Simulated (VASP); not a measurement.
Write the native input for VASP 6.6.1 that does the following.

```yaml
Task: single point
Functional: r2SCAN
Potentials_or_basis: VASP PAW PBE potentials, release 64 (Zr_sv, S)
Cutoff: 520 eV
k_mesh: 16 × 16 × 16
Occupations: gaussian, width 0.15 eV
Spin: no spin polarisation
Dipole_correction: no
Further_INCAR_settings: ALGO = Normal; EDIFF = 1e-06; NBANDS = 16
```

ZrS:

```xyz
2
Lattice="0.0000 2.6184 2.6250 2.6316 0.0000 2.6250 2.6316 2.6184 0.0000" Properties=species:S:1:pos:R:3 pbc="T T T"
Zr    0.0000    0.0000    0.0000
S     2.6316    2.6184    2.6250
```

This cell differs from its parent crystal: strain +0.0025 x Voigt [1, -1, 0, 0, 0, 0].

These files were run (other wordings do the same):

POSCAR

```
ZrS
1.0
    0.0000000000      2.6184375000      2.6250000000
    2.6315625000      0.0000000000      2.6250000000
    2.6315625000      2.6184375000      0.0000000000
Zr S
1 1
Direct
    0.0000000000      0.0000000000      0.0000000000
    0.5000000000      0.5000000000      0.5000000000
```

INCAR.step1

```
SYSTEM = ZrS
ALGO = Normal ; EDIFF = 1E-4
ENCUT = 520 ; GGA = PE
ISMEAR = 0 ; LASPH = .True.
LCHARG = .False. ; LREAL = .False.
LWAVE = .True. ; NBANDS = 16
NELM = 100 ; PREC = Accurate
SIGMA = 0.15
```

INCAR.step2

```
SYSTEM = ZrS
ALGO = Normal ; EDIFF = 1E-6
ENCUT = 520 ; ISIF = 2
ISMEAR = 0 ; ISTART = 1
LASPH = .True. ; LCHARG = .False.
LMIXTAU = .True. ; LREAL = .False.
LWAVE = .False. ; METAGGA = R2SCAN
NBANDS = 16 ; NELM = 100
PREC = Accurate ; SIGMA = 0.15
```

KPOINTS

```
k-points
0
Gamma
  16 16 16
  0 0 0
```

Potentials or basis: VASP PAW PBE potentials, release 64 (Zr_sv, S).

Command:

```bash
$ cat potpaw_PBE.64/Zr_sv/POTCAR potpaw_PBE.64/S/POTCAR > POTCAR
$ cp INCAR.step1 INCAR
$ mpirun -np 1 vasp_std > vasp.out
$ cp INCAR.step2 INCAR
$ mpirun -np 1 vasp_std > vasp.out
```

It gave:

| Property | Result |
| --- | --- |
| Pressure | -2.0 GPa |
| Band gap on the k mesh | zero (band 9 reaches 12.42 eV, above the bottom of band 10 at 9.51 eV) |

Caveat: the cell differs from its parent crystal (strain +0.0025 x Voigt [1, -1, 0, 0, 0, 0]); the PAW data sets were made with another functional, which shifts forces and pressure a little.

It took 14 min on 1 thread of AMD EPYC 9R45 96-Core Processor (Zen 5), on a shared host, peak memory 0.42 GiB.
